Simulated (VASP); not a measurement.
# SrCa3 (Pm-3m) in VASP: a series of runs

Runs on SrCa3. Level: LDA. Tasks: single point.

Everything below comes from runs of VASP 6.6.1. Logs are shortened: lines on timing, memory, paths and dates and some standing lists are left out, and cuts for length are marked.

## (1) The cell of the first run

Symmetry: Pm-3m, No. 221, cubic system. Conventional cell: a = 5.412 Å, b = 5.412 Å, c = 5.412 Å, α = 90.00°, β = 90.00°, γ = 90.00°. Sr (site symmetry m-3m) has 12 Ca at 3.83 Å within 5.0 Å. Within 5.0 Å of Ca (site symmetry 4/mmm) lie 4 Sr at 3.83 Å and 8 Ca at 3.83 Å.

## (2) Single point, LDA

INCAR

```
PREC = Accurate
ENCUT = 520
EDIFF = 1E-6
ISMEAR = 1
SIGMA = 0.05
LREAL = False
LASPH = True
NELM = 80
ALGO = Normal
ISIF = 2
LWAVE = False
LCHARG = False
GGA = CA
NBANDS = 28
```

KPOINTS

```
regular mesh
0
Gamma
  4 4 4
```

POSCAR

```
SrCa3
1.0
    5.4121238733      0.0000000000      0.0000000000
    0.0000000000      5.4121238733      0.0000000000
    0.0000000000      0.0000000000      5.4121238733
Sr Ca
1 3
Direct
    0.0000000000      0.0000000000      0.0000000000
    0.0000000000      0.5000000000      0.5000000000
    0.5000000000      0.0000000000      0.5000000000
    0.5000000000      0.5000000000      0.0000000000
```

Potentials or basis: VASP PAW LDA potentials, release 64 (Sr_sv, Ca_sv).

Command:

```sh
$ cat potpaw_LDA.64/Sr_sv/POTCAR potpaw_LDA.64/Ca_sv/POTCAR > POTCAR
$ mpirun -np 1 vasp_std > vasp.out
```

OUTCAR:

```text
PREC = Accurate
   ENCUT = 520
   EDIFF = 1E-6
   ISMEAR = 1
   LREAL = False
   LASPH = True
   NELM = 80
   ISIF = 2
   GGA = CA

 ion  position               nearest neighbor table
   1  0.000  0.000  0.000-   2 3.83   3 3.83   4 3.83   2 3.83   3 3.83   2 3.83   4 3.83   2 3.83
                             3 3.83   4 3.83   3 3.83   4 3.83
   2  0.000  0.500  0.500-   1 3.83   1 3.83   1 3.83   1 3.83
   3  0.500  0.000  0.500-   1 3.83   1 3.83   1 3.83   1 3.83
   4  0.500  0.500  0.000-   1 3.83   1 3.83   1 3.83   1 3.83

  LATTYP: Found a simple cubic cell.
 ALAT       =     5.4121238733

  Lattice vectors:

 A1 = (   5.4121238733,   0.0000000000,   0.0000000000)
 A2 = (   0.0000000000,   5.4121238733,   0.0000000000)
 A3 = (   0.0000000000,   0.0000000000,   5.4121238733)

Analysis of symmetry for initial positions (statically):
=====================================================================
 Subroutine PRICEL returns:
 Original cell was already a primitive cell.

 Routine SETGRP: Setting up the symmetry group for a
 simple cubic supercell.

 Subroutine GETGRP returns: Found 48 space group operations
 (whereof 48 operations were pure point group operations)
 out of a pool of 48 trial point group operations.

The static configuration has the point symmetry O_h .

Analysis of symmetry for dynamics (positions and initial velocities):
=====================================================================
 Subroutine PRICEL returns:
 Original cell was already a primitive cell.

 Routine SETGRP: Setting up the symmetry group for a
 simple cubic supercell.

 Subroutine GETGRP returns: Found 48 space group operations
 (whereof 48 operations were pure point group operations)
 out of a pool of 48 trial point group operations.

The dynamic configuration has the point symmetry O_h .

 Subroutine INISYM returns: Found 48 space group operations
 (whereof 48 operations are pure point group operations),
 and found     1 'primitive' translations

----------------------------------------------------------------------------------------

                                     Primitive cell

  volume of cell :     158.5270

  direct lattice vectors                    reciprocal lattice vectors
     5.412123873  0.000000000  0.000000000     0.184770346  0.000000000  0.000000000
     0.000000000  5.412123873  0.000000000     0.000000000  0.184770346  0.000000000
     0.000000000  0.000000000  5.412123873     0.000000000  0.000000000  0.184770346

  length of vectors
     5.412123873  5.412123873  5.412123873     0.184770346  0.184770346  0.184770346

  position of ions in fractional coordinates (direct lattice)
     0.000000000  0.000000000  0.000000000
     0.000000000  0.500000000  0.500000000
     0.500000000  0.000000000  0.500000000
     0.500000000  0.500000000  0.000000000

  ion indices of the primitive-cell ions
   primitive index   ion index
                 1           1
                 2           2
                 3           3
                 4           4

----------------------------------------------------------------------------------------

 KPOINTS: regular mesh

Automatic generation of k-mesh.
 Grid dimensions read from file:
 generate k-points for:    4    4    4

 Generating k-lattice:

  Cartesian coordinates                     Fractional coordinates (reciprocal lattice)
     0.046192586  0.000000000  0.000000000     0.250000000  0.000000000  0.000000000
     0.000000000  0.046192586  0.000000000     0.000000000  0.250000000  0.000000000
     0.000000000  0.000000000  0.046192586     0.000000000  0.000000000  0.250000000

  Length of vectors
     0.046192586  0.046192586  0.046192586

  Shift w.r.t. Gamma in fractional coordinates (k-lattice)
     0.000000000  0.000000000  0.000000000

 Subroutine IBZKPT returns following result:
 ===========================================

 Found     10 irreducible k-points:

 Following reciprocal coordinates:
            Coordinates               Weight
  0.000000  0.000000  0.000000      1.000000
  0.250000  0.000000  0.000000      6.000000
  0.500000  0.000000  0.000000      3.000000
  0.250000  0.250000  0.000000     12.000000
  0.500000  0.250000  0.000000     12.000000
  0.500000  0.500000  0.000000      3.000000
  0.250000  0.250000  0.250000      8.000000
  0.500000  0.250000  0.250000     12.000000
  0.500000  0.500000  0.250000      6.000000
  0.500000  0.500000  0.500000      1.000000
   k-points           NKPTS =     10   k-points in BZ     NKDIM =     10   number of bands    NBANDS=     28
   number of dos      NEDOS =    301   number of ions     NIONS =      4
   total plane-waves  NPLWV =  64000
   dimension x,y,z NGX =    40 NGY =   40 NGZ =   40
   dimension x,y,z NGXF=    80 NGYF=   80 NGZF=   80
   ions per type =               1   3
   NGX,Y,Z   is equivalent  to a cutoff of  12.29, 12.29, 12.29 a.u.
   NGXF,Y,Z  is equivalent  to a cutoff of  24.57, 24.57, 24.57 a.u.
 SYSTEM =  unknown system
   PREC   = accura    normal or accurate (medium, high low for compatibility)
   ISTART =      0    job   : 0-new  1-cont  2-samecut
   ICHARG =      2    charge: 1-file 2-atom 10-const
   ISPIN  =      1    spin polarized calculation?
   LNONCOLLINEAR =      F non collinear calculations
   LSORBIT =      F    spin-orbit coupling
   LASPH  =      T    aspherical Exc in radial PAW
   ENCUT  =  520.0 eV  38.22 Ry    6.18 a.u.  10.06 10.06 10.06*2*pi/ulx,y,z
   NELM   =     80;   NELMIN=  2; NELMDL= -5     # of ELM steps
   EDIFF  = 0.1E-05   stopping-criterion for ELM
   LREAL  =      F    real-space projection
   EDIFFG = 0.1E-04   stopping-criterion for IOM
   NSW    =      0    number of steps for IOM
   IBRION =     -1    ionic relax: 0-MD 1-quasi-New 2-CG
   NFREE  =      0    steps in history (QN), initial steepest desc. (CG)
   ISIF   =      2    stress and relaxation
   ISYM   =      2    0-nonsym 1-usesym 2-fastsym
   POTIM  = 0.5000    time-step for ionic-motion
   TEBEG  =    0.0;   TEEND  =   0.0 temperature during run
   PSTRESS=    0.0 pullay stress
   NELECT =      40.0000    total number of electrons
   NUPDOWN=      -1.0000    fix difference up-down
   EMIN   =  10.00;   EMAX   =-10.00  energy-range for DOS
   EFERMI =   0.00;   METHOD = LEGACY
   ISMEAR =     1;   SIGMA  =   0.05  broadening in eV -4-tet -1-fermi 0-gaus
   EFERMI_NEDOS =   21; number of points for ismear=-14 and -15
   IALGO  =     38    algorithm
   IMIX   =      4    mixing-type and parameters
     AMIX     =   0.40;   BMIX     =  1.00
     AMIX_MAG =   1.60;   BMIX_MAG =  1.00
  volume/ion in A,a.u.               =      39.63       267.45
  Fermi-wavevector in a.u.,A,eV,Ry     =   1.034492  1.954906 14.560595  1.070174
  Thomas-Fermi vector in A             =   2.168790
   LORBIT       =      0    0 simple, 1 ext, 2 COOP (PROOUT), +10 PAW based schemes
   GGA     = CA    functional components
   LHFCALC =     F    Hartree Fock is set to
   AEXX    =    0.0000 exact exchange contribution
   IVDW    =     0    specifies the selected vdW correction
   LEPSILON=     F    determine dielectric tensor
   LRPA    =     F    only Hartree local field effects (RPA)
 non-spin polarized calculation
 Methfessel and Paxton  Order N= 1 SIGMA  =   0.05
  energy-cutoff  :      520.00
  volume of cell :      158.53
 maximum number of plane-waves:      4337
   NGX = 21   NGY = 21   NGZ = 21

 number of electron      40.0000007 magnetization

 Free energy of the ion-electron system (eV)
  ---------------------------------------------------
  ext. energy  EPLUGINS =         0.00000000
  ---------------------------------------------------
  free energy    TOTEN  =        -8.48352561 eV

  energy without entropy =       -8.48302846  energy(sigma->0) =       -8.48335989

 E-fermi :   2.2105     XC(G=0):  -8.2905

 val. band max:        2.1328185530   @ k =   0.5000   0.0000   0.0000
 cond. band min:       2.2366548326   @ k =   0.5000   0.2500   0.2500
 fundamental gap:      0.1038362796
 Fermi energy:         2.2105181206

 k-point     1 :       0.0000    0.0000    0.0000
  band No.  band energies     occupation
      1     -39.1840      2.00000
      2     -39.1642      2.00000
      3     -39.1642      2.00000
      4     -33.6056      2.00000
      5     -20.5383      2.00000
      6     -20.5383      2.00000
[... 20 lines left out ...]
     27       4.5484      0.00000
     28       4.5484      0.00000

 k-point     2 :       0.2500    0.0000    0.0000
  band No.  band energies     occupation
      1     -39.1814      2.00000
      2     -39.1667      2.00000
      3     -39.1642      2.00000
      4     -33.6056      2.00000
      5     -20.5280      2.00000
      6     -20.5280      2.00000
[... 20 lines left out ...]
     27       4.1483      0.00000
     28       4.7205      0.00000

 k-point     3 :       0.5000    0.0000    0.0000
  band No.  band energies     occupation
      1     -39.1773      2.00000
      2     -39.1708      2.00000
      3     -39.1642      2.00000
      4     -33.6056      2.00000
      5     -20.5137      2.00000
      6     -20.5137      2.00000
[... 20 lines left out ...]
     27       4.3612      0.00000
     28       4.4914      0.00000

 k-point     4 :       0.2500    0.2500    0.0000
  band No.  band energies     occupation
      1     -39.1792      2.00000
      2     -39.1674      2.00000
      3     -39.1656      2.00000
      4     -33.6055      2.00000
      5     -20.5322      2.00000
      6     -20.5172      2.00000
[... 20 lines left out ...]
     27       3.8804      0.00000
     28       4.6223      0.00000

 k-point     5 :       0.5000    0.2500    0.0000
  band No.  band energies     occupation
      1     -39.1754      2.00000
      2     -39.1707      2.00000
      3     -39.1661      2.00000
      4     -33.6055      2.00000
      5     -20.5168      2.00000
      6     -20.5153      2.00000
[... 20 lines left out ...]
     27       4.1049      0.00000
     28       4.1938      0.00000

 k-point     6 :       0.5000    0.5000    0.0000
  band No.  band energies     occupation
      1     -39.1707      2.00000
      2     -39.1707      2.00000
      3     -39.1707      2.00000
      4     -33.6055      2.00000
      5     -20.5304      2.00000
      6     -20.5194      2.00000
[... 20 lines left out ...]
     27       3.5611      0.00000
     28       3.5742      0.00000

 k-point     7 :       0.2500    0.2500    0.2500
  band No.  band energies     occupation
      1     -39.1773      2.00000
      2     -39.1674      2.00000
      3     -39.1674      2.00000
      4     -33.6055      2.00000
      5     -20.5440      2.00000
      6     -20.5079      2.00000
[... 20 lines left out ...]
     27       3.6360      0.00000
     28       4.7087      0.00000

 k-point     8 :       0.5000    0.2500    0.2500
  band No.  band energies     occupation
      1     -39.1740      2.00000
      2     -39.1707      2.00000
      3     -39.1674      2.00000
      4     -33.6054      2.00000
      5     -20.5414      2.00000
      6     -20.5176      2.00000
[... 20 lines left out ...]
     27       4.2263      0.00000
     28       4.3316      0.00000

 k-point     9 :       0.5000    0.5000    0.2500
  band No.  band energies     occupation
      1     -39.1707      2.00000
      2     -39.1707      2.00000
      3     -39.1707      2.00000
      4     -33.6054      2.00000
      5     -20.5514      2.00000
      6     -20.5316      2.00000
[... 20 lines left out ...]
     27       4.1306      0.00000
     28       4.2149      0.00000

 k-point    10 :       0.5000    0.5000    0.5000
  band No.  band energies     occupation
      1     -39.1707      2.00000
      2     -39.1707      2.00000
      3     -39.1707      2.00000
      4     -33.6053      2.00000
      5     -20.5714      2.00000
      6     -20.5328      2.00000
[... 20 lines left out ...]
     27       4.3373      0.00000
     28       4.4407      0.00000

------------------------ aborting loop because EDIFF is reached ----------------------------------------

  FORCE on cell =-STRESS in cart. coord.  units (eV):
  Direction    XX          YY          ZZ          XY          YZ          ZX
  --------------------------------------------------------------------------------------
  -------------------------------------------------------------------------------------
  Total        0.3013520      0.3013520      0.3013520     -0.0000000     -0.0000000     -0.0000000
  in kB        3.0456605      3.0456605      3.0456605     -0.0000000     -0.0000000     -0.0000000
  external PRESSURE =       3.0456605 kB  Pullay stress =       0.0000000 kB

 VOLUME and BASIS-vectors are now :
 -----------------------------------------------------------------------------
  energy-cutoff  :      520.00
  volume of cell :      158.53
      direct lattice vectors                 reciprocal lattice vectors
     5.412123873  0.000000000  0.000000000     0.184770346  0.000000000  0.000000000
     0.000000000  5.412123873  0.000000000     0.000000000  0.184770346  0.000000000
     0.000000000  0.000000000  5.412123873     0.000000000  0.000000000  0.184770346

 POSITION                                       TOTAL-FORCE (eV/Angst)
 -----------------------------------------------------------------------------------
      0.00000      0.00000      0.00000         0.000000      0.000000      0.000000
      0.00000      2.70606      2.70606         0.000000      0.000000      0.000000
      2.70606      0.00000      2.70606         0.000000      0.000000      0.000000
      2.70606      2.70606      0.00000         0.000000      0.000000      0.000000
 -----------------------------------------------------------------------------------
    total drift:                               -0.000000      0.000000     -0.000000

  FREE ENERGIE OF THE ION-ELECTRON SYSTEM (eV)
  ---------------------------------------------------
  free  energy   TOTEN  =        -8.4835256136 eV

  energy  without entropy=       -8.4830284574  energy(sigma->0) =       -8.48335989
```

Run time: 62 s. Hardware: 1 thread of Intel Xeon 8259CL, shared host; peak memory 0.22 GiB.

What came out:

| Quantity | Value |
| --- | --- |
| Free energy | -8.4835 eV |
| Pressure | 0.3 GPa |
| Band gap on the k mesh | zero (bands 20 and 21 overlap by 0.30 eV) |

(Part 1 of 2 ends here.)

The gap in the log of VASP goes by the Fermi energy; the results here count the filled bands.